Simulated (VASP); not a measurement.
# Bi (P6_3/mmc) in VASP: further runs, part 2 of 2

VASP 6.6.1.

## (4) Electric field gradients, PBEsol (equal xx and yy strain of +3 %)

Input file INCAR:

```
SYSTEM = Bi
  PREC = Accurate
  ENCUT = 520
  EDIFF = 1E-8
  ISMEAR = -1
  SIGMA = 0.03
  LREAL = .False.
  LASPH = .True.
  NELM = 100
  ALGO = Normal
  ISIF = 2
  LWAVE = .False.
  LCHARG = .False.
  GGA = PS
  LEFG = .True.
  NBANDS = 22
```

Input file KPOINTS:

```
Automatic mesh
0
Gamma
  9 9 3
  0 0 0
```

Input file POSCAR:

```
Bi
1.0
    4.6751703087      0.0000000000      0.0000000000
   -2.3375851544      4.0488162544      0.0000000000
    0.0000000000      0.0000000000     11.8290000000
Bi
2
Direct
    0.3333333333      0.6666666667      0.2500000000
    0.6666666667      0.3333333333      0.7500000000
```

Potentials or basis: VASP PAW PBE potentials, release 64 (Bi_d).

Run with:

```sh
$ cat potpaw_PBE.64/Bi_d/POTCAR > POTCAR
$ mpirun -np 1 vasp_std > vasp.out
```

OUTCAR:

```text
SYSTEM = Bi
   PREC = Accurate
   ENCUT = 520
   EDIFF = 1E-8
   ISMEAR = -1
   LREAL = .False.
   LASPH = .True.
   NELM = 100
   ISIF = 2
   GGA = PS

 ion  position               nearest neighbor table
   1  0.333  0.667  0.250-
   2  0.667  0.333  0.750-

  LATTYP: Found a hexagonal cell.
 ALAT       =     4.6751703087
 C/A-ratio  =     2.5301752062

  Lattice vectors:

 A1 = (   4.6751703087,   0.0000000000,   0.0000000000)
 A2 = (  -2.3375851544,   4.0488162544,   0.0000000000)
 A3 = (   0.0000000000,   0.0000000000,  11.8290000000)

Analysis of symmetry for initial positions (statically):
=====================================================================
 Subroutine PRICEL returns:
 Original cell was already a primitive cell.

 Routine SETGRP: Setting up the symmetry group for a
 hexagonal supercell.

 Subroutine GETGRP returns: Found 24 space group operations
 (whereof 12 operations were pure point group operations)
 out of a pool of 24 trial point group operations.

The static configuration has the point symmetry D_3d.
 The point group associated with its full space group is D_6h.

Analysis of symmetry for dynamics (positions and initial velocities):
=====================================================================
 Subroutine PRICEL returns:
 Original cell was already a primitive cell.

 Routine SETGRP: Setting up the symmetry group for a
 hexagonal supercell.

 Subroutine GETGRP returns: Found 24 space group operations
 (whereof 12 operations were pure point group operations)
 out of a pool of 24 trial point group operations.

[... 152 lines left out ...]
 fundamental gap:      0.0077767454
 Fermi energy:        -1.3654113860

 k-point     1 :       0.0000    0.0000    0.0000
  band No.  band energies     occupation
      1     -24.1353      2.00000
      2     -24.1353      2.00000
      3     -24.1329      2.00000
      4     -24.1329      2.00000
      5     -24.1329      2.00000
      6     -24.1329      2.00000
[... 589 lines left out ...]
     21       4.1474      0.00000
     22       4.6640      0.00000

------------------------ aborting loop because EDIFF is reached ----------------------------------------

  FORCE on cell =-STRESS in cart. coord.  units (eV):
  Direction    XX          YY          ZZ          XY          YZ          ZX
  --------------------------------------------------------------------------------------
  -------------------------------------------------------------------------------------
  Total       -6.3506957     -6.3506957     -0.5759349      0.0000000     -0.0000000     -0.0000000
  in kB      -45.4420957    -45.4420957     -4.1210744      0.0000000     -0.0000000     -0.0000000
  external PRESSURE =     -31.6684219 kB  Pullay stress =       0.0000000 kB

 VOLUME and BASIS-vectors are now :
 -----------------------------------------------------------------------------
  energy-cutoff  :      520.00
  volume of cell :      223.91
      direct lattice vectors                 reciprocal lattice vectors
     4.675170309  0.000000000  0.000000000     0.213895951  0.123492885  0.000000000
    -2.337585154  4.048816254  0.000000000     0.000000000  0.246985770  0.000000000
     0.000000000  0.000000000 11.829000000     0.000000000  0.000000000  0.084538000

 POSITION                                       TOTAL-FORCE (eV/Angst)
 -----------------------------------------------------------------------------------
     -0.00000      2.69921      2.95725         0.000000      0.000000      0.000000
      2.33759      1.34961      8.87175        -0.000000      0.000000      0.000000
 -----------------------------------------------------------------------------------
    total drift:                                0.000000     -0.000000      0.000000

  FREE ENERGIE OF THE ION-ELECTRON SYSTEM (eV)
  ---------------------------------------------------
  free  energy   TOTEN  =        -2.9934589256 eV

  energy  without entropy=       -2.9684890024  energy(sigma->0) =       -2.98097396

 Electric field gradients (V/A^2)
---------------------------------------------------------------------
 ion       V_xx      V_yy      V_zz      V_xy      V_xz      V_yz
---------------------------------------------------------------------
   1      70.398    70.396  -140.794    -0.002    -0.000     0.000
   2      70.398    70.396  -140.794    -0.002     0.000    -0.000
---------------------------------------------------------------------

 Electric field gradients after diagonalization (V/A^2)
 (convention: |V_zz| > |V_xx| > |V_yy|)
----------------------------------------------------------------------
 ion       V_xx      V_yy      V_zz     asymmetry (V_yy - V_xx)/ V_zz
----------------------------------------------------------------------
   1      70.399    70.395  -140.794       0.000
   2      70.399    70.395  -140.794       0.000
----------------------------------------------------------------------

           NMR quadrupolar parameters

 Cq : quadrupolar parameter    Cq=e*Q*V_zz/h
 eta: asymmetry parameters     (V_yy - V_xx)/ V_zz
 Q  : nuclear electric quadrupole moment in mb (millibarn)
----------------------------------------------------------------------
 ion       Cq(MHz)       eta       Q (mb)
----------------------------------------------------------------------
   1      -0.340       0.000       1.000
   2      -0.340       0.000       1.000
----------------------------------------------------------------------
```

stdout:

```text
POSCAR found type information on POSCAR Bi
 POSCAR found :  1 types and       2 ions
 scaLAPACK will be used
 -----------------------------------------------------------------------------
|                                                                             |
|                                                                             |
|     You enforced a specific xc type in the INCAR file but a different       |
|     I HOPE YOU KNOW WHAT YOU ARE DOING!                                     |
|                                                                             |
 -----------------------------------------------------------------------------

 LDA part: xc-table for (Slater+PW92), standard interpolation
 POSCAR, INCAR and KPOINTS ok, starting setup
 FFT: planning ... GRIDC
 FFT: planning ... GRID_SOFT
 FFT: planning ... GRID
 WAVECAR not read
 entering main loop
ion   1

ion   2
```

It took 92 s on 1 thread of AMD EPYC 7R13 (Zen 3), shared host; peak memory 0.33 GiB.

What came out:

* Free energy: -2.9935 eV
* Pressure: -3.2 GPa
* Band gap on the k mesh: zero (bands 15 and 16 overlap by 1.83 eV)
* Largest electric field gradient by atom: Bi -140.8 V/Å²

Electric field gradients, principal values (V/Å²):
```csv
atom,least,middle,greatest (by size)
1 Bi,70.395,70.399,-140.794
2 Bi,70.395,70.399,-140.794
```

Caveat: the cell differs from its parent crystal (equal xx and yy strain of +3 %); the cell stands under tension; without QUAD_EFG the Cq values of the log hold for a quadrupole moment of 1 mb, not for the nuclei; the PAW data sets were made with another functional, which shifts forces and pressure a little; spin-orbit coupling is left out, which moves the levels of the heavy elements.
